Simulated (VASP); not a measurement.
# Pb (R-3m) in VASP: a series of runs

The runs below take Pb through electric field gradients, with LDA.

Program: VASP 6.6.1. These are calculated values, not measurements. Logs are shortened: lines on timing, memory, paths and dates and some standing lists are left out, and cuts for length are marked.

## (1) The cell of the first run

It takes space group R-3m (No. 166, trigonal). The conventional cell has a = 4.815 Å, b = 4.815 Å, c = 12.151 Å, α = 90.00°, β = 90.00°, γ = 120.00°. Within 3.9 Å of Pb (site symmetry 3m) lie 4 Pb at 2.96 to 3.04 Å.

## (2) Electric field gradients, LDA (equal xy, yz and zx shear strains of +2 %)

Contents of INCAR:

```
  PREC = Accurate
  ENCUT = 520
  EDIFF = 1E-8
  ISMEAR = -1
  SIGMA = 0.05
  LREAL = False
  LASPH = True
  NELM = 80
  ALGO = Normal
  ISIF = 2
  LWAVE = False
  LCHARG = False
  GGA = CA
  LEFG = True
  NBANDS = 21
```

Contents of KPOINTS:

```
regular mesh
0
Gamma
  8 8 8
```

Contents of POSCAR:

```
Pb
1.0
    0.0687800011      3.4733900561      3.4733900561
    3.4733900561      0.0687800011      3.4733900561
    3.4733900561      3.4733900561      0.0687800011
Pb
2
Direct
    0.0000000000      0.0000000000      0.0000000000
    0.2500000000      0.2500000000      0.2500000000
```

Potentials or basis: VASP PAW LDA potentials, release 64 (Pb_d).

Run with:

```
> cat potpaw_LDA.64/Pb_d/POTCAR > POTCAR
> mpirun -np 1 vasp_std > vasp.out
```

OUTCAR:

```text
PREC = Accurate
   ENCUT = 520
   EDIFF = 1E-8
   ISMEAR = -1
   LREAL = False
   LASPH = True
   NELM = 80
   ISIF = 2
   GGA = CA

 ion  position               nearest neighbor table
   1  0.000  0.000  0.000-   2 2.96   2 2.96   2 2.96   2 3.04
   2  0.250  0.250  0.250-   1 2.96   1 2.96   1 2.96   1 3.04

  LATTYP: Found a trigonal (rhomboedric) cell.
 ALAT       =     4.9125968339
 COS(alpha) =     0.5197000882

  Lattice vectors:

 A1 = (   0.0687800011,   3.4733900561,   3.4733900561)
 A2 = (   3.4733900561,   0.0687800011,   3.4733900561)
 A3 = (   3.4733900561,   3.4733900561,   0.0687800011)

Analysis of symmetry for initial positions (statically):
=====================================================================
 Subroutine PRICEL returns:
 Original cell was already a primitive cell.

 Routine SETGRP: Setting up the symmetry group for a
 trigonal (rhombohedral) supercell.

 Subroutine GETGRP returns: Found 12 space group operations
 (whereof  6 operations were pure point group operations)
 out of a pool of 12 trial point group operations.

The static configuration has the point symmetry C_3v.
 The point group associated with its full space group is D_3d.

Analysis of symmetry for dynamics (positions and initial velocities):
=====================================================================
 Subroutine PRICEL returns:
 Original cell was already a primitive cell.

 Routine SETGRP: Setting up the symmetry group for a
 trigonal (rhombohedral) supercell.

 Subroutine GETGRP returns: Found 12 space group operations
 (whereof  6 operations were pure point group operations)
 out of a pool of 12 trial point group operations.

The dynamic configuration has the point symmetry C_3v.
 The point group associated with its full space group is D_3d.

 Subroutine INISYM returns: Found 12 space group operations
 (whereof  6 operations are pure point group operations),
 and found     1 'primitive' translations

----------------------------------------------------------------------------------------

                                     Primitive cell

  volume of cell :      81.3200

  direct lattice vectors                    reciprocal lattice vectors
[... 121 lines left out ...]
 maximum number of plane-waves:      2209
 NGX is ok and might be reduce to    40
   NGX = 19   NGY = 19   NGZ = 19

 number of electron      27.9999999 magnetization

 Free energy of the ion-electron system (eV)
  ---------------------------------------------------
  ext. energy  EPLUGINS =         0.00000000
  ---------------------------------------------------
  free energy    TOTEN  =        -7.88040595 eV

  energy without entropy =       -7.87632598  energy(sigma->0) =       -7.87836597

 E-fermi :   4.0958     XC(G=0):  -8.7641

 val. band max:        3.8341895833   @ k =   0.1250   0.1250   0.0000
 cond. band min:       4.1035124120   @ k =   0.1250   0.0000   0.0000
 fundamental gap:      0.2693228287
 Fermi energy:         4.0957571410

 k-point     1 :       0.0000    0.0000    0.0000
  band No.  band energies     occupation
      1     -13.1284      2.00000
      2     -13.1284      2.00000
      3     -13.0564      2.00000
      4     -13.0247      2.00000
      5     -13.0247      2.00000
      6     -12.6290      2.00000
[... 565 lines left out ...]
     20      10.8455      0.00000
     21      11.9946      0.00000

 [... further k-points ...]

------------------------ aborting loop because EDIFF is reached ----------------------------------------

  FORCE on cell =-STRESS in cart. coord.  units (eV):
  Direction    XX          YY          ZZ          XY          YZ          ZX
  --------------------------------------------------------------------------------------
  -------------------------------------------------------------------------------------
  Total       -0.3346998     -0.3346998     -0.3346998     -0.3293784     -0.3293784     -0.3293784
  in kB       -6.5943033     -6.5943033     -6.5943033     -6.4894595     -6.4894595     -6.4894595
  external PRESSURE =      -6.5943033 kB  Pullay stress =       0.0000000 kB

 VOLUME and BASIS-vectors are now :
 -----------------------------------------------------------------------------
  energy-cutoff  :      520.00
  volume of cell :       81.32
      direct lattice vectors                 reciprocal lattice vectors
     0.068780001  3.473390056  3.473390056    -0.148299498  0.145419896  0.145419896
     3.473390056  0.068780001  3.473390056     0.145419896 -0.148299498  0.145419896
     3.473390056  3.473390056  0.068780001     0.145419896  0.145419896 -0.148299498

 POSITION                                       TOTAL-FORCE (eV/Angst)
 -----------------------------------------------------------------------------------
      0.00000      0.00000      0.00000         0.115983      0.115983      0.115983
      1.75389      1.75389      1.75389        -0.115983     -0.115983     -0.115983
 -----------------------------------------------------------------------------------
    total drift:                               -0.000000     -0.000000      0.000000

  FREE ENERGIE OF THE ION-ELECTRON SYSTEM (eV)
  ---------------------------------------------------
  free  energy   TOTEN  =        -7.8804059549 eV

  energy  without entropy=       -7.8763259778  energy(sigma->0) =       -7.87836597

 Electric field gradients (V/A^2)
---------------------------------------------------------------------
 ion       V_xx      V_yy      V_zz      V_xy      V_xz      V_yz
---------------------------------------------------------------------
   1      -0.000     0.000    -0.000    26.161    26.161    26.161
   2      -0.000    -0.000    -0.000    26.161    26.161    26.161
---------------------------------------------------------------------

 Electric field gradients after diagonalization (V/A^2)
 (convention: |V_zz| > |V_xx| > |V_yy|)
----------------------------------------------------------------------
 ion       V_xx      V_yy      V_zz     asymmetry (V_yy - V_xx)/ V_zz
----------------------------------------------------------------------
   1     -26.161   -26.161    52.322       0.000
   2     -26.161   -26.161    52.322       0.000
----------------------------------------------------------------------

           NMR quadrupolar parameters

 Cq : quadrupolar parameter    Cq=e*Q*V_zz/h
 eta: asymmetry parameters     (V_yy - V_xx)/ V_zz
 Q  : nuclear electric quadrupole moment in mb (millibarn)
----------------------------------------------------------------------
 ion       Cq(MHz)       eta       Q (mb)
----------------------------------------------------------------------
   1       0.127       0.000       1.000
   2       0.127       0.000       1.000
----------------------------------------------------------------------
```

It took 81 s on 1 thread of Intel Xeon Platinum 8488C (Sapphire Rapids), shared host; peak memory 0.24 GiB.

Results:

* Free energy: -7.8804 eV
* Pressure: -0.7 GPa
* Largest force: 0.201 eV/Å
* Band gap on the k mesh: zero (bands 14 and 15 overlap by 1.18 eV)
* Largest electric field gradient by atom: Pb +52.3 V/Å²

Forces in eV/Å, atoms in the order of the input:
```
Pb   0.116  0.116  0.116
Pb  -0.116 -0.116 -0.116
```

Stress tensor (GPa, compression positive):
```
-0.66 -0.65 -0.65
-0.65 -0.66 -0.65
-0.65 -0.65 -0.66
```

Levels at points of the mesh, in eV from the Fermi level:
```
           k point  band 10  band 11  band 12  band 13  band 14  band 15  band 16  band 17  band 18  band 19
(0.00, 0.00, 0.00)   -16.66   -11.20    -4.00     0.34     0.37     0.37     2.15     2.46     2.46     4.00
(0.50, 0.00, 0.00)   -16.59    -9.80    -7.21    -1.07    -0.84    -0.82     3.34     3.57     5.31     7.22
(0.50, 0.50, 0.00)   -16.56    -8.63    -8.46    -2.09    -1.95     0.71     0.85     7.02     7.09     8.14
(0.50, 0.50, 0.50)   -16.59   -10.00    -7.03    -0.93    -0.69    -0.69     3.53     3.53     5.40     6.96
```

Electric field gradients, principal values (V/Å²):
```csv
atom,least,middle,greatest (by size)
1 Pb,-26.161,-26.161,52.322
2 Pb,-26.161,-26.161,52.322
```

Caveat: the cell differs from its parent crystal (equal xy, yz and zx shear strains of +2 %); without QUAD_EFG the Cq values of the log hold for a quadrupole moment of 1 mb, not for the nuclei; spin-orbit coupling is left out, which moves the levels of the heavy elements.

## (3) Electric field gradients, LDA (equal xy, yz and zx shear strains of +2 %)

Contents of INCAR:

```
SYSTEM = Pb
PREC = Accurate
ENCUT = 520
EDIFF = 1E-8
ISMEAR = -1
SIGMA = 0.05
LREAL = .FALSE.
LASPH = .TRUE.
NELM = 60
ALGO = Normal
ISIF = 2
LWAVE = .FALSE.
LCHARG = .FALSE.
GGA = CA
LEFG = .TRUE.
NBANDS = 21
```

Contents of KPOINTS:

```
Automatic mesh
0
G
  8 8 8
  0 0 0
```

POSCAR is that of step 2.

Potentials or basis: VASP PAW LDA potentials, release 64 (Pb_d).

Run with:

```
> cat potpaw_LDA.64/Pb_d/POTCAR > POTCAR
> mpirun -np 1 vasp_std > vasp.out
```

OUTCAR:

```text
SYSTEM = Pb
   PREC = Accurate
   ENCUT = 520
   EDIFF = 1E-8
   ISMEAR = -1
   LREAL = .FALSE.
   LASPH = .TRUE.
   NELM = 60
   ISIF = 2
   GGA = CA

 ion  position               nearest neighbor table
   1  0.000  0.000  0.000-   2 2.96   2 2.96   2 2.96   2 3.04
   2  0.250  0.250  0.250-   1 2.96   1 2.96   1 2.96   1 3.04

  LATTYP: Found a trigonal (rhomboedric) cell.
 ALAT       =     4.9125968339
 COS(alpha) =     0.5197000882

  Lattice vectors:

[... 790 lines left out ...]

  FREE ENERGIE OF THE ION-ELECTRON SYSTEM (eV)
  ---------------------------------------------------
  free  energy   TOTEN  =        -7.8804059549 eV

  energy  without entropy=       -7.8763259778  energy(sigma->0) =       -7.87836597

 Electric field gradients (V/A^2)
---------------------------------------------------------------------
 ion       V_xx      V_yy      V_zz      V_xy      V_xz      V_yz
---------------------------------------------------------------------
   1      -0.000     0.000    -0.000    26.161    26.161    26.161
   2      -0.000    -0.000    -0.000    26.161    26.161    26.161
---------------------------------------------------------------------

 Electric field gradients after diagonalization (V/A^2)
 (convention: |V_zz| > |V_xx| > |V_yy|)
----------------------------------------------------------------------
 ion       V_xx      V_yy      V_zz     asymmetry (V_yy - V_xx)/ V_zz
----------------------------------------------------------------------
   1     -26.161   -26.161    52.322       0.000
   2     -26.161   -26.161    52.322       0.000
----------------------------------------------------------------------

           NMR quadrupolar parameters

 Cq : quadrupolar parameter    Cq=e*Q*V_zz/h
 eta: asymmetry parameters     (V_yy - V_xx)/ V_zz
 Q  : nuclear electric quadrupole moment in mb (millibarn)
----------------------------------------------------------------------
 ion       Cq(MHz)       eta       Q (mb)
----------------------------------------------------------------------
   1       0.127       0.000       1.000
   2       0.127       0.000       1.000
----------------------------------------------------------------------
```

stdout:

```text
POSCAR found type information on POSCAR Pb
 POSCAR found :  1 types and       2 ions
 scaLAPACK will be used
 LDA part: xc-table for (Slater(with rela. corr.)+CA(PZ))
 , standard interpolation
 POSCAR, INCAR and KPOINTS ok, starting setup
 FFT: planning ... GRIDC
 FFT: planning ... GRID_SOFT
 FFT: planning ... GRID
 WAVECAR not read
 entering main loop
ion   1

ion   2
```

Run time: 95 s. Hardware: 1 thread of Intel Xeon Platinum 8488C (Sapphire Rapids), shared host; peak memory 0.24 GiB.

What came out:

```
Free energy                             : -7.8804 eV
Pressure                                : -0.7 GPa
Largest force                           : 0.201 eV/Å
Band gap on the k mesh                  : zero (bands 14 and 15 overlap by 1.18 eV)
Largest electric field gradient by atom : Pb +52.3 V/Å²
```

Forces on the atoms (eV/Å):
```
Pb   0.116  0.116  0.116
Pb  -0.116 -0.116 -0.116
```

Stress tensor (GPa, compression positive):
```
-0.66 -0.65 -0.65
-0.65 -0.66 -0.65
-0.65 -0.65 -0.66
```

Electric field gradients, principal values (V/Å²):
| atom | least | middle | greatest (by size) |
| --- | --- | --- | --- |
| 1 Pb | -26.161 | -26.161 | 52.322 |
| 2 Pb | -26.161 | -26.161 | 52.322 |

Caveat: the cell differs from its parent crystal (equal xy, yz and zx shear strains of +2 %); without QUAD_EFG the Cq values of the log hold for a quadrupole moment of 1 mb, not for the nuclei; spin-orbit coupling is left out, which moves the levels of the heavy elements.
